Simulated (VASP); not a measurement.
Here is a VASP 6.6.1 calculation.

The input POSCAR:

```
Ni
1.0
    0.0000000000      1.8454967478      1.8454967478
    1.8454967478      0.0000000000      1.8454967478
    1.8454967478      1.8454967478      0.0000000000
Ni
2
Direct
   -0.1250000000     -0.1250000000     -0.1250000000
    0.1250000000      0.1250000000      0.1250000000
```

The input INCAR.step1:

```
SYSTEM = Ni
  ALGO = Normal
  EDIFF = 1E-6
  ENCUT = 520
  GGA = PS
  ISIF = 2
  ISMEAR = -1
  ISPIN = 2
  LASPH = .True.
  LCHARG = .True.
  LMAXMIX = 4
  LREAL = .False.
  LWAVE = .False.
  MAGMOM = 1 1
  NBANDS = 21
  NELM = 150
  PREC = Accurate
  SIGMA = 0.08
```

File KPOINTS.step1:

```
k-points
0
Gamma
  14 14 14
  0 0 0
```

The input INCAR.step2:

```
SYSTEM = Ni
  ALGO = Normal
  EDIFF = 1E-6
  ENCUT = 520
  GGA = PS
  ICHARG = 11
  ISIF = 2
  ISMEAR = -5
  ISPIN = 2
  LASPH = .True.
  LCHARG = .False.
  LMAXMIX = 4
  LORBIT = 11
  LREAL = .False.
  LWAVE = .False.
  MAGMOM = 1 1
  NBANDS = 21
  NEDOS = 1001
  NELM = 150
  PREC = Accurate
  SIGMA = 0.08
```

File KPOINTS.step2:

```
k-points
0
Gamma
  21 21 21
  0 0 0
```

Potentials or basis: VASP PAW PBE potentials, release 64 (Ni).

Launch:

```console
$ cat potpaw_PBE.64/Ni/POTCAR > POTCAR
$ cp INCAR.step1 INCAR
$ cp KPOINTS.step1 KPOINTS
$ mpirun -np 1 vasp_std > vasp.out
$ cp INCAR.step2 INCAR
$ cp KPOINTS.step2 KPOINTS
$ mpirun -np 1 vasp_std > vasp.out
```

(1) Estimate the net moment.

Results:

(1) 0.00 μB per cell.
